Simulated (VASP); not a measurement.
Here is a VASP 6.6.1 calculation.

Contents of INCAR:

```
SYSTEM = Rh
ALGO = Fast
EDIFF = 1E-6
ENCUT = 520
GGA = PE
ISIF = 2
ISMEAR = 0
LASPH = .True.
LCHARG = .False.
LREAL = .False.
LWAVE = .False.
NBANDS = 22
NELM = 80
PREC = Accurate
SIGMA = 0.15
```

Contents of KPOINTS:

```
k-points
0
Gamma
  22 22 16
  0 0 0
```

Contents of POSCAR:

```
Rh
1.0
    0.0000000000     -1.9149654119     -1.9149654119
    0.0000000000      1.9149654119     -1.9149654119
    3.8299308238      0.0000000000      0.0000000000
Rh
2
Direct
    0.4412522026      0.5587477974      0.5000000000
    0.0587477974     -0.0587477974      0.0000000000
```

Potentials or basis: VASP PAW PBE potentials, release 64 (Rh_pv).

Run with:

```console
$ cat potpaw_PBE.64/Rh_pv/POTCAR > POTCAR
$ mpirun -np 1 vasp_std > vasp.out
```

Question: Predict the band gap on the k mesh.

Answer: Zero (bands 15 and 16 overlap by 1.82 eV).

Question: Estimate the largest force.

Answer: 2.915 eV/Å.

Stress tensor (GPa, compression positive):
```
24.69  0.00  0.00
 0.00 18.31  0.00
 0.00  0.00 -2.12
```

Caveat: the cell differs from its parent crystal (atoms displaced along a vibrational mode); the stress differs along the axes, from -2 to 25 GPa; forces of over 1 eV/Å act on the atoms, so gaps and moduli don't describe the material at rest.
